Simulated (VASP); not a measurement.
# SiC (Moissanite) (P6_3mc) in VASP: single point with PBE

Aim: the single point of SiC (Moissanite) with PBE.

All numbers are computed with VASP 6.6.1; they aren't measurements. Logs are shortened: lines on timing, memory, paths and dates and some standing lists are left out, and cuts for length are marked.

## (1) The cell of the first run

Symmetry: P6_3mc, No. 186, hexagonal system. Conventional cell: a = 3.076 Å, b = 3.076 Å, c = 5.048 Å, α = 90.00°, β = 90.00°, γ = 120.00°. Si (site symmetry 3m) has 4 C at 1.87 to 1.94 Å within 2.5 Å. Within 2.5 Å of C (site symmetry 3m) lie 4 Si at 1.87 to 1.94 Å.

## (2) Single point, PBE

The input, INCAR:

```
SYSTEM = SiC
ALGO = Normal
EDIFF = 1E-6
ENCUT = 600
GGA = PE
GGA_COMPAT = .False.
ISIF = 2
ISMEAR = 0
LASPH = .True.
LCHARG = .False.
LREAL = .False.
LWAVE = .False.
NBANDS = 16
NELM = 120
PREC = Accurate
SIGMA = 0.01
```

The input, KPOINTS:

```
k-points
0
Gamma
  6 6 4
  0 0 0
```

The input, POSCAR:

```
SiC
1.0
    3.0760000000      0.0000000000      0.0000000000
   -1.5380000000      2.6638941400      0.0000000000
    0.0000000000      0.0000000000      5.0480000000
Si C
2 2
Direct
    0.3333333333      0.6666666667      0.0000000000
    0.6666666667      0.3333333333      0.5000000000
    0.3333333333      0.6666666667      0.3850000000
    0.6666666667      0.3333333333      0.8850000000
```

Potentials or basis: VASP PAW PBE potentials, release 64 (Si, C).

Run with:

```console
> cat potpaw_PBE.64/Si/POTCAR potpaw_PBE.64/C/POTCAR > POTCAR
> mpirun -np 1 vasp_std > vasp.out
```

OUTCAR:

```text
SYSTEM = SiC
   EDIFF = 1E-6
   ENCUT = 600
   GGA = PE
   ISIF = 2
   ISMEAR = 0
   LASPH = .True.
   LREAL = .False.
   NELM = 120
   PREC = Accurate

 ion  position               nearest neighbor table
   1  0.333  0.667  0.000-   4 1.87   4 1.87   4 1.87   3 1.94   2 3.09   2 3.09   2 3.09   2 3.09
                             2 3.09   2 3.09
   2  0.667  0.333  0.500-   3 1.87   3 1.87   3 1.87   4 1.94   1 3.09   1 3.09   1 3.09   1 3.09
                             1 3.09   1 3.09
   3  0.333  0.667  0.385-   2 1.87   2 1.87   2 1.87   1 1.94
   4  0.667  0.333  0.885-   1 1.87   1 1.87   1 1.87   2 1.94

  LATTYP: Found a hexagonal cell.
 ALAT       =     3.0760000000
 C/A-ratio  =     1.6410923277

  Lattice vectors:

 A1 = (   3.0760000000,   0.0000000000,   0.0000000000)
 A2 = (  -1.5380000000,   2.6638941400,   0.0000000000)
 A3 = (   0.0000000000,   0.0000000000,   5.0480000000)

Analysis of symmetry for initial positions (statically):
=====================================================================
 Subroutine PRICEL returns:
 Original cell was already a primitive cell.

 Routine SETGRP: Setting up the symmetry group for a
 hexagonal supercell.

 Subroutine GETGRP returns: Found 12 space group operations
 (whereof  6 operations were pure point group operations)
 out of a pool of 24 trial point group operations.

The static configuration has the point symmetry C_3v.
 The point group associated with its full space group is C_6v.

Analysis of symmetry for dynamics (positions and initial velocities):
=====================================================================
 Subroutine PRICEL returns:
 Original cell was already a primitive cell.

 Routine SETGRP: Setting up the symmetry group for a
 hexagonal supercell.

 Subroutine GETGRP returns: Found 12 space group operations
 (whereof  6 operations were pure point group operations)
 out of a pool of 24 trial point group operations.

The dynamic configuration has the point symmetry C_3v.
 The point group associated with its full space group is C_6v.

 Subroutine INISYM returns: Found 12 space group operations
 (whereof  6 operations are pure point group operations),
 and found     1 'primitive' translations

----------------------------------------------------------------------------------------

                                     Primitive cell

  volume of cell :      41.3640

  direct lattice vectors                    reciprocal lattice vectors
     3.076000000  0.000000000  0.000000000     0.325097529  0.187695146  0.000000000
    -1.538000000  2.663894140  0.000000000     0.000000000  0.375390292  0.000000000
     0.000000000  0.000000000  5.048000000     0.000000000  0.000000000  0.198098257

  length of vectors
     3.076000000  3.075999998  5.048000000     0.375390292  0.375390292  0.198098257

  position of ions in fractional coordinates (direct lattice)
     0.333333333  0.666666667  0.000000000
     0.666666667  0.333333333  0.500000000
     0.333333333  0.666666667  0.385000000
     0.666666667  0.333333333  0.885000000

  ion indices of the primitive-cell ions
   primitive index   ion index
                 1           1
                 2           2
                 3           3
                 4           4

----------------------------------------------------------------------------------------

 KPOINTS: k-points

Automatic generation of k-mesh.
 Grid dimensions read from file:
 generate k-points for:    6    6    4

 Generating k-lattice:

  Cartesian coordinates                     Fractional coordinates (reciprocal lattice)
     0.054182922  0.031282524  0.000000000     0.166666667  0.000000000  0.000000000
     0.000000000  0.062565049  0.000000000     0.000000000  0.166666667  0.000000000
     0.000000000  0.000000000  0.049524564     0.000000000  0.000000000  0.250000000

  Length of vectors
     0.062565049  0.062565049  0.049524564

  Shift w.r.t. Gamma in fractional coordinates (k-lattice)
     0.000000000  0.000000000  0.000000000

 Subroutine IBZKPT returns following result:
 ===========================================

 Found     21 irreducible k-points:

 Following reciprocal coordinates:
            Coordinates               Weight
  0.000000  0.000000  0.000000      1.000000
  0.166667  0.000000  0.000000      6.000000
  0.333333  0.000000  0.000000      6.000000
  0.500000  0.000000  0.000000      3.000000
  0.166667  0.166667  0.000000      6.000000
  0.333333  0.166667  0.000000     12.000000
[... 13 lines left out ...]
  0.333333  0.166667  0.500000     12.000000
  0.333333  0.333333  0.500000      2.000000
   k-points           NKPTS =     21   k-points in BZ     NKDIM =     21   number of bands    NBANDS=     16
   number of dos      NEDOS =    301   number of ions     NIONS =      4
   total plane-waves  NPLWV =  31360
   dimension x,y,z NGX =    28 NGY =   28 NGZ =   40
   dimension x,y,z NGXF=    56 NGYF=   56 NGZF=   80
   ions per type =               2   2
   NGX,Y,Z   is equivalent  to a cutoff of  15.13, 15.13, 13.17 a.u.
   NGXF,Y,Z  is equivalent  to a cutoff of  30.27, 30.27, 26.35 a.u.
 SYSTEM =  SiC
   PREC   = accura    normal or accurate (medium, high low for compatibility)
   ISTART =      0    job   : 0-new  1-cont  2-samecut
   ICHARG =      2    charge: 1-file 2-atom 10-const
   ISPIN  =      1    spin polarized calculation?
   LNONCOLLINEAR =      F non collinear calculations
   LSORBIT =      F    spin-orbit coupling
   LASPH  =      T    aspherical Exc in radial PAW
   ENCUT  =  600.0 eV  44.10 Ry    6.64 a.u.   6.14  6.14 10.08*2*pi/ulx,y,z
   NELM   =    120;   NELMIN=  2; NELMDL= -5     # of ELM steps
   EDIFF  = 0.1E-05   stopping-criterion for ELM
   LREAL  =      F    real-space projection
   EDIFFG = 0.1E-04   stopping-criterion for IOM
   NSW    =      0    number of steps for IOM
   IBRION =     -1    ionic relax: 0-MD 1-quasi-New 2-CG
   NFREE  =      0    steps in history (QN), initial steepest desc. (CG)
   ISIF   =      2    stress and relaxation
   ISYM   =      2    0-nonsym 1-usesym 2-fastsym
   POTIM  = 0.5000    time-step for ionic-motion
   TEBEG  =    0.0;   TEEND  =   0.0 temperature during run
   PSTRESS=    0.0 pullay stress
   NELECT =      16.0000    total number of electrons
   NUPDOWN=      -1.0000    fix difference up-down
   EMIN   =  10.00;   EMAX   =-10.00  energy-range for DOS
   EFERMI =   0.00;   METHOD = LEGACY
   ISMEAR =     0;   SIGMA  =   0.01  broadening in eV -4-tet -1-fermi 0-gaus
   EFERMI_NEDOS =   21; number of points for ismear=-14 and -15
   IALGO  =     38    algorithm
   IMIX   =      4    mixing-type and parameters
     AMIX     =   0.40;   BMIX     =  1.00
     AMIX_MAG =   1.60;   BMIX_MAG =  1.00
  volume/ion in A,a.u.               =      10.34        69.78
  Fermi-wavevector in a.u.,A,eV,Ry     =   1.192817  2.254098 19.358549  1.422813
  Thomas-Fermi vector in A             =   2.328847
   LORBIT       =      0    0 simple, 1 ext, 2 COOP (PROOUT), +10 PAW based schemes
   GGA     = PE    functional components
   LHFCALC =     F    Hartree Fock is set to
   AEXX    =    0.0000 exact exchange contribution
   IVDW    =     0    specifies the selected vdW correction
   LEPSILON=     F    determine dielectric tensor
   LRPA    =     F    only Hartree local field effects (RPA)
 non-spin polarized calculation
 Gauss-broadening in eV      SIGMA  =   0.01
  energy-cutoff  :      600.00
  volume of cell :       41.36
 maximum number of plane-waves:      1404
 NGX is ok and might be reduce to    28
   NGX = 13   NGY = 13   NGZ = 21

 number of electron      16.0000001 magnetization

 Free energy of the ion-electron system (eV)
  ---------------------------------------------------
  ext. energy  EPLUGINS =         0.00000000
  ---------------------------------------------------
  free energy    TOTEN  =       -30.06040627 eV

  energy without entropy =      -30.06040627  energy(sigma->0) =      -30.06040627

 E-fermi :   8.5197     XC(G=0): -11.3476

 val. band max:        8.4122941212   @ k =   0.0000   0.0000   0.0000
 cond. band min:      10.7325380726   @ k =   0.3333   0.3333   0.0000
 fundamental gap:      2.3202439514
 Fermi energy:         8.5197353012

 k-point     1 :       0.0000    0.0000    0.0000
  band No.  band energies     occupation
      1      -7.3137      2.00000
      2      -3.8110      2.00000
      3      -0.2822      2.00000
      4       6.8557      2.00000
      5       6.8557      2.00000
      6       8.1368      2.00000
[... 8 lines left out ...]
     15      17.1137      0.00000
     16      19.7546      0.00000

 k-point     2 :       0.1667    0.0000    0.0000
  band No.  band energies     occupation
      1      -6.8340      2.00000
      2      -3.4046      2.00000
      3       0.1576      2.00000
      4       4.6999      2.00000
      5       6.1764      2.00000
      6       6.5758      2.00000
[... 8 lines left out ...]
     15      17.7316      0.00000
     16      18.1245      0.00000

 k-point     3 :       0.3333    0.0000    0.0000
  band No.  band energies     occupation
      1      -5.4622      2.00000
      2      -2.4248      2.00000
      3       0.9033      2.00000
      4       2.0523      2.00000
      5       3.7863      2.00000
      6       5.2375      2.00000
[... 8 lines left out ...]
     15      19.0753      0.00000
     16      20.2119      0.00000

 k-point     4 :       0.5000    0.0000    0.0000
  band No.  band energies     occupation
      1      -3.9811      2.00000
      2      -2.5223      2.00000
      3       0.4174      2.00000
      4       1.8626      2.00000
      5       2.9810      2.00000
      6       4.8695      2.00000
[... 8 lines left out ...]
     15      18.5568      0.00000
     16      20.6119      0.00000

 k-point     5 :       0.1667    0.1667    0.0000
  band No.  band energies     occupation
      1      -5.9031      2.00000
      2      -2.6846      2.00000
      3       0.9104      2.00000
      4       2.9067      2.00000
      5       4.0602      2.00000
      6       5.3434      2.00000
[... 8 lines left out ...]
     15      18.7530      0.00000
     16      19.1533      0.00000

 k-point     6 :       0.3333    0.1667    0.0000
  band No.  band energies     occupation
      1      -4.2462      2.00000
      2      -2.1531      2.00000
      3       0.7387      2.00000
      4       2.3847      2.00000
      5       2.9220      2.00000
      6       3.5367      2.00000
[... 8 lines left out ...]
     15      19.0102      0.00000
     16      19.9466      0.00000
[... 210 lines left out ...]
 k-point    18 :       0.5000    0.0000    0.5000
  band No.  band energies     occupation
      1      -3.1143      2.00000
      2      -3.1143      2.00000
      3      -0.0423      2.00000
      4      -0.0423      2.00000
      5       5.7252      2.00000
      6       5.7252      2.00000
[... 8 lines left out ...]
     15      20.0389      0.00000
     16      20.0389      0.00000

 k-point    19 :       0.1667    0.1667    0.5000
  band No.  band energies     occupation
      1      -4.7676      2.00000
      2      -4.7676      2.00000
      3       2.9157      2.00000
      4       2.9157      2.00000
      5       5.2268      2.00000
      6       5.2268      2.00000
[... 8 lines left out ...]
     15      18.5880      0.00000
     16      18.5880      0.00000

 k-point    20 :       0.3333    0.1667    0.5000
  band No.  band energies     occupation
      1      -3.2821      2.00000
      2      -3.2821      2.00000
      3       0.7356      2.00000
      4       0.7356      2.00000
      5       4.1070      2.00000
      6       4.1070      2.00000
[... 8 lines left out ...]
     15      19.9139      0.00000
     16      19.9139      0.00000

 k-point    21 :       0.3333    0.3333    0.5000
  band No.  band energies     occupation
      1      -2.5025      2.00000
      2      -2.5025      2.00000
      3       0.4764      2.00000
      4       0.4764      2.00000
      5       2.5561      2.00000
      6       2.5561      2.00000
[... 8 lines left out ...]
     15      19.8125      0.00000
     16      19.8125      0.00000

------------------------ aborting loop because EDIFF is reached ----------------------------------------

  FORCE on cell =-STRESS in cart. coord.  units (eV):
  Direction    XX          YY          ZZ          XY          YZ          ZX
  --------------------------------------------------------------------------------------
  -------------------------------------------------------------------------------------
  Total        1.3319944      1.3319944      0.0472264      0.0000000     -0.0000000     -0.0000000
  in kB       51.5929468     51.5929467      1.8292494      0.0000000     -0.0000000     -0.0000000
  external PRESSURE =      35.0050476 kB  Pullay stress =       0.0000000 kB

 VOLUME and BASIS-vectors are now :
 -----------------------------------------------------------------------------
  energy-cutoff  :      600.00
  volume of cell :       41.36
      direct lattice vectors                 reciprocal lattice vectors
     3.076000000  0.000000000  0.000000000     0.325097529  0.187695146  0.000000000
    -1.538000000  2.663894140  0.000000000     0.000000000  0.375390292  0.000000000
     0.000000000  0.000000000  5.048000000     0.000000000  0.000000000  0.198098257

 POSITION                                       TOTAL-FORCE (eV/Angst)
 -----------------------------------------------------------------------------------
     -0.00000      1.77593      0.00000         0.000000     -0.000000      0.745076
      1.53800      0.88796      2.52400        -0.000000      0.000000      0.745076
     -0.00000      1.77593      1.94348        -0.000000     -0.000000     -0.745076
      1.53800      0.88796      4.46748        -0.000000      0.000000     -0.745076
 -----------------------------------------------------------------------------------
    total drift:                               -0.000000      0.000000     -0.000167

  FREE ENERGIE OF THE ION-ELECTRON SYSTEM (eV)
  ---------------------------------------------------
  free  energy   TOTEN  =       -30.0604062748 eV

  energy  without entropy=      -30.0604062748  energy(sigma->0) =      -30.06040627
```

Wall time 26 s (1 thread of Intel Xeon 8259CL, shared host); peak memory 0.17 GiB.

Results:

| Quantity | Value |
| --- | --- |
| Free energy | -30.0604 eV |
| Pressure | 3.5 GPa |
| Largest force | 0.745 eV/Å |
| Band gap on the k mesh | 2.32 eV, indirect (least direct gap 4.07 eV) |

Forces in eV/Å, atoms in the order of the input:
```
Si   0.000  0.000  0.745
Si   0.000  0.000  0.745
C    0.000  0.000 -0.745
C    0.000  0.000 -0.745
```
